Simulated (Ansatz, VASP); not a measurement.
Cu in VASP and in Ansatz

Contents of INCAR:

```
ALGO = Normal
EDIFF = 1E-6
ENCUT = 520
GGA = CA
ISIF = 2
ISMEAR = -1
LASPH = T
LCHARG = F
LREAL = F
LWAVE = F
NBANDS = 18
NELM = 60
PREC = Accurate
SIGMA = 0.05
```

File KPOINTS:

```
k-points
0
Gamma
  13 13 7
```

Contents of POSCAR:

```
Cu
1.0
    2.5170887973      0.0000000000      0.0000000000
   -1.2585443937      2.1798628402      0.0000000000
    0.0000000000      0.0000000000      4.0849690207
Cu
2
Direct
    0.3333333333      0.6666666667      0.2500000000
    0.6666666667      0.3333333333      0.7500000000
```

Input for Ansatz:

```yaml
crystal:
  lattice:
    - [2.517088797341571, 0.0, 0.0]
    - [-1.2585443937043437, 2.179862840225991, 0.0]
    - [0.0, 0.0, 4.0849690206853175]
  atoms:
    - { symbol: Cu, position: [0.3333333333333333, 0.6666666666666666, 0.25] }
    - { symbol: Cu, position: [0.6666666666666666, 0.3333333333333333, 0.75] }
basis:
  ecutwfc: 510.0
kpoints:
  mp_grid:
    grid: [13, 13, 7]
hamiltonian:
  xc: lda
scf:
  convergence:
    dr2_threshold: 1.0e-10
  occupations:
    method: fermi_dirac
    width: 0.05
output:
  stress: true
```

Alike in both runs: task single point; functional LDA; k mesh 13 × 13 × 7; occupations fermi-dirac, width 0.05 eV; no spin polarisation.

|  | VASP | Ansatz |
| --- | --- | --- |
| version | VASP 6.6.1 | Ansatz 0.2.0 |
| potentials or method | VASP PAW LDA potentials, release 64 (Cu), cutoff 520 eV | plane waves, PAW |
| valence electrons in the cell | 22 | 38 |

|  | VASP | Ansatz | Ansatz less VASP |
| --- | --- | --- | --- |
| pressure (GPa) | -4.0 | -5.1 | -1.08 |
| traceless stress, the component that is largest in VASP (GPa) | 2.49 | 2.49 | +0.003 |

LDA's correlation is that of Perdew and Zunger in VASP and of Perdew and Wang (1992) in Ansatz. VASP's potentials hold 22 valence electrons a cell and Ansatz's 38, so a difference there can come from the potentials and not from the codes.
